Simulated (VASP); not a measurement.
# Re: single point with PBE

The system is Re.

```xyz
1
Lattice="0.0000 2.1147 1.8121 2.1147 0.0000 1.8121 2.1147 2.1147 0.0000" Properties=species:S:1:pos:R:3 pbc="T T T"
Re    0.0000    0.0000    0.0000
```

This cell differs from its parent crystal: volume 16.207 Å^3 an atom, c/a of the conventional cell 0.8569.

```yaml
Program: VASP 6.6.1
Task: single point
Functional: PBE
Potentials_or_basis: VASP PAW PBE potentials, release 64 (Re)
Cutoff: 520 eV
k_mesh: 10 × 10 × 10
Occupations: gaussian, width 0.15 eV
Spin: no spin polarisation
```

```yaml
Pressure: -22.5 GPa
```

Stress tensor (GPa, compression positive):
```
-28.91   0.00   0.00
  0.00 -28.91   0.00
  0.00   0.00  -9.68
```

Levels at points of the mesh, in eV from the Fermi level:
```
           k point  band 1  band 2  band 3  band 4  band 5  band 6  band 7
(0.00, 0.00, 0.00)   -9.59   -2.24   -2.24   -0.45   -0.39    1.74   14.08
(0.50, 0.00, 0.00)   -6.33   -2.99   -0.78    0.02    2.41    3.76    8.67
(0.50, 0.50, 0.00)   -6.02   -5.54    3.12    3.73    3.73    4.50    9.73
(0.50, 0.00, 0.50)   -6.23   -5.06    1.35    2.60    2.80    4.36   10.21
```

Wall time 12 s on 1 thread of Intel(R) Xeon(R) Platinum 8375C CPU @ 2.90GHz (Ice Lake), with other jobs on the host, peak memory 0.15 GiB.

Caveat: spin-orbit coupling is left out, which moves the levels of the heavy elements.
